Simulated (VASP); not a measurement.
Write the native input for VASP 6.6.1 that does the following.

- Task: single point
- Functional: PBEsol
- Potentials or basis: VASP PAW PBE potentials, release 64 (Sc_sv, Al)
- Cutoff: 520 eV
- k mesh: 16 × 16 × 12
- Occupations: gaussian, width 0.15 eV
- Spin: no spin polarisation
- Dipole correction: no
- Further INCAR settings: ALGO = Fast; EDIFF = 1e-06; NBANDS = 22

The structure of ScAl lies in POSCAR:

```
ScAl
1.0
    1.6453573193     -5.1781165208      0.0000000000
    1.6453573193      5.1781165208      0.0000000000
    0.0000000000      0.0000000000      4.3368114847
Sc Al
2 2
Direct
    0.8372590791      0.1627409209      0.2500000000
    0.1627409209      0.8372590791      0.7500000000
    0.5696044066      0.4303955934      0.2500000000
    0.4303955934      0.5696044066      0.7500000000
```

This cell differs from its parent crystal: strain -0.0600 x Voigt [0, 1, 0, 0, 0, 0].

The input as run:

INCAR

```
SYSTEM = ScAl
PREC     = Accurate       ! precision mode
ENCUT    = 520            ! plane-wave cutoff, eV
EDIFF    = 1E-6           ! SCF threshold, eV
ISMEAR   = 0              ! smearing method
SIGMA    = 0.15           ! smearing width, eV
LREAL    = .FALSE.        ! projectors in reciprocal space
LASPH    = .TRUE.         ! aspherical terms in the spheres
NELM     = 100            ! most SCF steps
ALGO     = Fast           ! electronic algorithm
ISIF     = 2              ! what is computed and relaxed
LWAVE    = .FALSE.        ! write WAVECAR
LCHARG   = .FALSE.        ! write CHGCAR
GGA      = PS             ! functional
NBANDS   = 22             ! bands
```

KPOINTS

```
Automatic mesh
0
G
  16 16 12
  0 0 0
```

Potentials or basis: VASP PAW PBE potentials, release 64 (Sc_sv, Al).

Command:

```sh
$ cat potpaw_PBE.64/Sc_sv/POTCAR potpaw_PBE.64/Al/POTCAR > POTCAR
$ mpirun -np 1 vasp_std > vasp.out
```

Results of the run:

| Item | Value |
| --- | --- |
| Pressure | 6.4 GPa |
| Largest force | 0.240 eV/Å |
| Band gap on the k mesh | zero (bands 14 and 15 overlap by 1.54 eV) |

Caveat: the cell differs from its parent crystal (strain -0.0600 x Voigt [0, 1, 0, 0, 0, 0]); the stress differs along the axes, from 3 to 14 GPa; the PAW data sets were made with another functional, which shifts forces and pressure a little.

Wall time 24 min on 1 thread of Intel(R) Xeon(R) Platinum 8259CL CPU @ 2.50GHz (Skylake/Cascade Lake), on a shared host, peak memory 0.78 GiB.
